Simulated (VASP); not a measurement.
A run of VASP 6.6.1:

Contents of INCAR:

```
SYSTEM = Te2Mo
ALGO = Normal ; EDIFF = 1E-6
ENCUT = 520 ; GGA = PS
ISIF = 2 ; ISMEAR = 0
LASPH = .True. ; LCHARG = .False.
LREAL = .False. ; LWAVE = .False.
NBANDS = 20 ; NELM = 100
PREC = Accurate ; SIGMA = 0.02
```

File KPOINTS:

```
k-points
0
Gamma
  12 12 2
  0 0 0
```

File POSCAR:

```
Te2Mo
1.0
    3.5958072890      0.0000000000      0.0000000000
   -1.7979036445      3.1140604594      0.0000000000
    0.0000000000      0.0000000000     18.0522165514
Te Mo
2 1
Direct
    0.3333333333      0.6666666667      0.9022806109
    0.3333333333      0.6666666667      0.0977193891
    0.0000000000      0.0000000000      0.0000000000
```

Potentials or basis: VASP PAW PBE potentials, release 64 (Te, Mo_sv).

Launch:

```sh
$ cat potpaw_PBE.64/Te/POTCAR potpaw_PBE.64/Mo_sv/POTCAR > POTCAR
$ mpirun -np 1 vasp_std > vasp.out
```

Hardware: 1 thread of Intel(R) Xeon(R) Platinum 8481C CPU @ 2.70GHz (Sapphire Rapids), on a shared host.

Problem. Estimate the wall time of this run.

Solution. Run time: 100 s on 1 thread of Intel(R) Xeon(R) Platinum 8481C CPU @ 2.70GHz (Sapphire Rapids), with other jobs on the host, peak memory 0.4 GiB. Counts: scf iterations 21, k points 38.
